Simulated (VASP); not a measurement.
# Ag4O in VASP: single point with PBEsol

Aim: the single point of Ag4O with PBEsol.

All numbers are computed with VASP 6.6.1; they aren't measurements. Logs are shortened: lines on timing, memory, paths and dates and some standing lists are left out, and cuts for length are marked.

### Step 1. The cell of the first run

The cell holds a slab with vacuum, 5 atoms: a = 2.867 Å, b = 2.867 Å, c = 26.022 Å, α = 90.00°, β = 90.00°, γ = 120.00°.

### Step 2. Single point, PBEsol

Input file INCAR:

```
SYSTEM = Ag4O
  PREC = Accurate
  ENCUT = 520
  EDIFF = 1E-6
  ISMEAR = 0
  SIGMA = 0.1
  LREAL = .False.
  LASPH = .True.
  NELM = 60
  ALGO = Normal
  ISIF = 2
  LWAVE = .False.
  LCHARG = .False.
  LDIPOL = .True.
  IDIPOL = 3
  DIPOL = 0.5 0.5 0.503
  GGA = PS
  ISYM = 0
  NBANDS = 33
```

Input file KPOINTS:

```
Automatic mesh
0
Gamma
  12 12 1
  0.5 0.5 0
```

Input file POSCAR:

```
Ag4O
1.0
    2.8669036820      0.0000000000      0.0000000000
   -1.4334518410      2.4828114189      0.0000000000
    0.0000000000      0.0000000000     26.0224511627
Ag O
4 1
Direct
    0.6666666667      0.3333333333      0.3266410203
    0.3333333333      0.6666666667      0.4165947699
    0.0000000000      0.0000000000      0.5059423969
    0.6666666667      0.3333333333      0.5948341775
    0.6666666667      0.3333333333      0.6705171006
```

Potentials or basis: VASP PAW PBE potentials, release 64 (Ag, O).

Started as:

```bash
cat potpaw_PBE.64/Ag/POTCAR potpaw_PBE.64/O/POTCAR > POTCAR
mpirun -np 1 vasp_std > vasp.out
```

OUTCAR:

```text
SYSTEM = Ag4O
   PREC = Accurate
   ENCUT = 520
   EDIFF = 1E-6
   ISMEAR = 0
   LREAL = .False.
   LASPH = .True.
   NELM = 60
   ISIF = 2
   GGA = PS
   ISYM = 0

 ion  position               nearest neighbor table
   1  0.667  0.333  0.327-   2 2.87   2 2.87   2 2.87
   2  0.333  0.667  0.417-   3 2.85   3 2.85   3 2.85   1 2.87   1 2.87   1 2.87
   3  0.000  0.000  0.506-   4 2.84   4 2.84   4 2.84   2 2.85   2 2.85   2 2.85
   4  0.667  0.333  0.595-   5 1.97   3 2.84   3 2.84   3 2.84
   5  0.667  0.333  0.671-   4 1.97

IMPORTANT INFORMATION: All symmetrisations will be switched off!
NOSYMM: (Re-)initialisation of all symmetry stuff for point group C_1.

----------------------------------------------------------------------------------------

                                     Primitive cell

  volume of cell :     185.2273

  direct lattice vectors                    reciprocal lattice vectors
     2.866903682  0.000000000  0.000000000     0.348808370  0.201384606  0.000000000
    -1.433451841  2.482811419  0.000000000     0.000000000  0.402769213  0.000000000
     0.000000000  0.000000000 26.022451163     0.000000000  0.000000000  0.038428355

  length of vectors
     2.866903682  2.866903682 26.022451163     0.402769213  0.402769213  0.038428355

  position of ions in fractional coordinates (direct lattice)
     0.666666667  0.333333333  0.326641020
     0.333333333  0.666666667  0.416594770
     0.000000000  0.000000000  0.505942397
     0.666666667  0.333333333  0.594834177
     0.666666667  0.333333333  0.670517101

  ion indices of the primitive-cell ions
   primitive index   ion index
                 1           1
                 2           2
                 3           3
                 4           4
                 5           5

----------------------------------------------------------------------------------------

 KPOINTS: Automatic mesh

Automatic generation of k-mesh.
 Grid dimensions read from file:
 generate k-points for:   12   12    1

 Generating k-lattice:

  Cartesian coordinates                     Fractional coordinates (reciprocal lattice)
     0.029067364  0.016782051  0.000000000     0.083333333  0.000000000  0.000000000
     0.000000000  0.033564101  0.000000000     0.000000000  0.083333333  0.000000000
     0.000000000  0.000000000  0.038428355     0.000000000  0.000000000  1.000000000

  Length of vectors
     0.033564101  0.033564101  0.038428355

  Shift w.r.t. Gamma in fractional coordinates (k-lattice)
     0.500000000  0.500000000  0.000000000

 Subroutine IBZKPT returns following result:
 ===========================================

 Found    216 irreducible k-points:

 Following reciprocal coordinates:
            Coordinates               Weight
  0.041667  0.041667  0.000000      2.000000
 -0.041667  0.083333  0.000000      2.000000
 -0.083333  0.041667  0.000000      2.000000
  0.125000  0.041667  0.000000      2.000000
 -0.041667  0.166667  0.000000      2.000000
 -0.166667  0.125000  0.000000      2.000000
[... 16 lines left out ...]
 -0.041667  0.416667  0.000000      2.000000
 -0.416667  0.375000  0.000000      2.000000
 [... further k-points ...]
   k-points           NKPTS =    216   k-points in BZ     NKDIM =    216   number of bands    NBANDS=     33
   number of dos      NEDOS =    301   number of ions     NIONS =      5
   total plane-waves  NPLWV = 112896
   dimension x,y,z NGX =    24 NGY =   24 NGZ =  196
   dimension x,y,z NGXF=    48 NGYF=   48 NGZF=  392
   ions per type =               4   1
   NGX,Y,Z   is equivalent  to a cutoff of  13.92, 13.92, 12.52 a.u.
   NGXF,Y,Z  is equivalent  to a cutoff of  27.83, 27.83, 25.04 a.u.
 SYSTEM =  Ag4O
   PREC   = accura    normal or accurate (medium, high low for compatibility)
   ISTART =      0    job   : 0-new  1-cont  2-samecut
   ICHARG =      2    charge: 1-file 2-atom 10-const
   ISPIN  =      1    spin polarized calculation?
   LNONCOLLINEAR =      F non collinear calculations
   LSORBIT =      F    spin-orbit coupling
   LASPH  =      T    aspherical Exc in radial PAW
   ENCUT  =  520.0 eV  38.22 Ry    6.18 a.u.   5.33  5.33 48.38*2*pi/ulx,y,z
   NELM   =     60;   NELMIN=  2; NELMDL= -5     # of ELM steps
   EDIFF  = 0.1E-05   stopping-criterion for ELM
   LREAL  =      F    real-space projection
   EDIFFG = 0.1E-04   stopping-criterion for IOM
   NSW    =      0    number of steps for IOM
   IBRION =     -1    ionic relax: 0-MD 1-quasi-New 2-CG
   NFREE  =      0    steps in history (QN), initial steepest desc. (CG)
   ISIF   =      2    stress and relaxation
   ISYM   =      0    0-nonsym 1-usesym 2-fastsym
   POTIM  = 0.5000    time-step for ionic-motion
   TEBEG  =    0.0;   TEEND  =   0.0 temperature during run
   PSTRESS=    0.0 pullay stress
   NELECT =      50.0000    total number of electrons
   NUPDOWN=      -1.0000    fix difference up-down
   EMIN   =  10.00;   EMAX   =-10.00  energy-range for DOS
   EFERMI =   0.00;   METHOD = LEGACY
   ISMEAR =     0;   SIGMA  =   0.10  broadening in eV -4-tet -1-fermi 0-gaus
   EFERMI_NEDOS =   21; number of points for ismear=-14 and -15
   IALGO  =     38    algorithm
   IMIX   =      4    mixing-type and parameters
     AMIX     =   0.40;   BMIX     =  1.00
     AMIX_MAG =   1.60;   BMIX_MAG =  1.00
  volume/ion in A,a.u.               =      37.05       250.00
  Fermi-wavevector in a.u.,A,eV,Ry     =   1.058026  1.999380 15.230631  1.119420
  Thomas-Fermi vector in A             =   2.193321
   LORBIT       =      0    0 simple, 1 ext, 2 COOP (PROOUT), +10 PAW based schemes
   GGA     = PS    functional components
   LHFCALC =     F    Hartree Fock is set to
   AEXX    =    0.0000 exact exchange contribution
   IVDW    =     0    specifies the selected vdW correction
   LEPSILON=     F    determine dielectric tensor
   LRPA    =     F    only Hartree local field effects (RPA)
 non-spin polarized calculation
 Gauss-broadening in eV      SIGMA  =   0.10
  energy-cutoff  :      520.00
  volume of cell :      185.23
 maximum number of plane-waves:      5032
 NGX is ok and might be reduce to    24
   NGX = 11   NGY = 11   NGZ = 97

 dipolmoment           0.000000      0.000000     -0.102653 electrons x Angstroem

 number of electron      49.9999987 magnetization

 dipolmoment           0.000000      0.000000      0.184000 electrons x Angstroem

 Free energy of the ion-electron system (eV)
  ---------------------------------------------------
  ext. energy  EPLUGINS =         0.00000000
  ---------------------------------------------------
  free energy    TOTEN  =       -15.51677477 eV

  energy without entropy =      -15.48136682  energy(sigma->0) =      -15.49907079

 E-fermi :  -1.1150     XC(G=0):  -5.6679

 val. band max:       -1.1252057615   @ k =   0.5000  -0.0417   0.0000
 cond. band min:      -1.1119533224   @ k =   0.0417  -0.4583   0.0000
 fundamental gap:      0.0132524392
 Fermi energy:        -1.1149586462

 k-point     1 :       0.0417    0.0417    0.0000
  band No.  band energies     occupation
      1     -17.7027      2.00000
      2      -8.5993      2.00000
      3      -7.6607      2.00000
      4      -7.3713      2.00000
      5      -7.1647      2.00000
      6      -6.1510      2.00000
[... 25 lines left out ...]
     32       6.3033      0.00000
     33       7.6543      0.00000

 k-point     2 :      -0.0417    0.0833    0.0000
  band No.  band energies     occupation
      1     -17.7027      2.00000
      2      -8.5993      2.00000
      3      -7.6607      2.00000
      4      -7.3713      2.00000
      5      -7.1647      2.00000
      6      -6.1510      2.00000
[... 25 lines left out ...]
     32       6.3033      0.00000
     33       7.6543      0.00000

 k-point     3 :      -0.0833    0.0417    0.0000
  band No.  band energies     occupation
      1     -17.7027      2.00000
      2      -8.5993      2.00000
      3      -7.6607      2.00000
      4      -7.3713      2.00000
      5      -7.1647      2.00000
      6      -6.1510      2.00000
[... 25 lines left out ...]
     32       6.3033      0.00000
     33       7.6543      0.00000

 k-point     4 :       0.1250    0.0417    0.0000
  band No.  band energies     occupation
      1     -17.6049      2.00000
      2      -8.1581      2.00000
      3      -7.3138      2.00000
      4      -7.0675      2.00000
      5      -6.8890      2.00000
      6      -6.3413      2.00000
[... 25 lines left out ...]
     32       6.7203      0.00000
     33       8.0914      0.00000

 k-point     5 :      -0.0417    0.1667    0.0000
  band No.  band energies     occupation
      1     -17.6049      2.00000
      2      -8.1581      2.00000
      3      -7.3138      2.00000
      4      -7.0675      2.00000
      5      -6.8890      2.00000
      6      -6.3413      2.00000
[... 604 lines left out ...]
 k-point    22 :       0.3750    0.0417    0.0000
  band No.  band energies     occupation
      1     -17.1355      2.00000
      2      -7.4071      2.00000
      3      -7.3734      2.00000
      4      -7.2599      2.00000
      5      -6.9648      2.00000
      6      -6.7621      2.00000
[... 25 lines left out ...]
     32       6.9581      0.00000
     33       7.4383      0.00000

 k-point    23 :      -0.0417    0.4167    0.0000
  band No.  band energies     occupation
      1     -17.1355      2.00000
      2      -7.4071      2.00000
      3      -7.3734      2.00000
      4      -7.2599      2.00000
      5      -6.9648      2.00000
      6      -6.7621      2.00000
[... 25 lines left out ...]
     32       6.9581      0.00000
     33       7.4383      0.00000

 k-point    24 :      -0.4167    0.3750    0.0000
  band No.  band energies     occupation
      1     -17.1355      2.00000
      2      -7.4071      2.00000
      3      -7.3734      2.00000
      4      -7.2599      2.00000
      5      -6.9648      2.00000
      6      -6.7621      2.00000
[... 25 lines left out ...]
     32       6.9581      0.00000
     33       7.4383      0.00000

 [... further k-points ...]

------------------------ aborting loop because EDIFF is reached ----------------------------------------

 vacuum level on the upper side and lower side of the slab       (xc-potential included)         2.283        -2.299

  FORCE on cell =-STRESS in cart. coord.  units (eV):
  Direction    XX          YY          ZZ          XY          YZ          ZX
  --------------------------------------------------------------------------------------
  -------------------------------------------------------------------------------------
  Total       -1.5953287     -1.5953338     -0.0057244     -0.0000128     -0.0000006     -0.0000016
  in kB      -13.7992573    -13.7993017     -0.0495148     -0.0001111     -0.0000054     -0.0000135
  external PRESSURE =      -9.2160246 kB  Pullay stress =       0.0000000 kB

 VOLUME and BASIS-vectors are now :
 -----------------------------------------------------------------------------
  energy-cutoff  :      520.00
  volume of cell :      185.23
      direct lattice vectors                 reciprocal lattice vectors
     2.866903682  0.000000000  0.000000000     0.348808370  0.201384606  0.000000000
    -1.433451841  2.482811419  0.000000000     0.000000000  0.402769213  0.000000000
     0.000000000  0.000000000 26.022451163     0.000000000  0.000000000  0.038428355

 POSITION                                       TOTAL-FORCE (eV/Angst)
 -----------------------------------------------------------------------------------
      1.43345      0.82760      8.50000         0.000000     -0.000000      0.057622
     -0.00000      1.65521     10.84082        -0.000000     -0.000000     -0.069587
      0.00000      0.00000     13.16586         0.000000      0.000000     -0.005178
      1.43345      0.82760     15.47904        -0.000000      0.000000     -0.040407
      1.43345      0.82760     17.44850        -0.000000      0.000000      0.057550
 -----------------------------------------------------------------------------------
    total drift:                                0.000000     -0.000000      0.001239

  FREE ENERGIE OF THE ION-ELECTRON SYSTEM (eV)
  ---------------------------------------------------
  free  energy   TOTEN  =       -15.5167747667 eV

  energy  without entropy=      -15.4813668160  energy(sigma->0) =      -15.49907079

 vacuum level on the upper side and lower side of the slab         8.127         3.445
```

It took 54 min on 1 thread of Intel Xeon Platinum 8375C at 2.90GHz (Ice Lake), shared host; peak memory 1.1 GiB.

What came out:

```yaml
Free_energy: -15.5168 eV
Largest_force: 0.070 eV/Å
Band_gap_on_the_k_mesh: zero (bands 25 and 26 overlap by 2.78 eV)
```

Forces on the atoms (eV/Å):
```
Ag   0.000  0.000  0.058
Ag   0.000  0.000 -0.070
Ag   0.000  0.000 -0.005
Ag   0.000  0.000 -0.040
O    0.000  0.000  0.058
```

Levels at points of the mesh, in eV from the Fermi level:
```tsv
k point	band 23	band 24	band 25	band 26	band 27	band 28
(0.04, 0.04, 0.00)	-3.03	-2.98	-1.60	0.05	0.34	0.43
```

Caveat: the PAW data sets were made with another functional, which shifts forces and pressure a little.
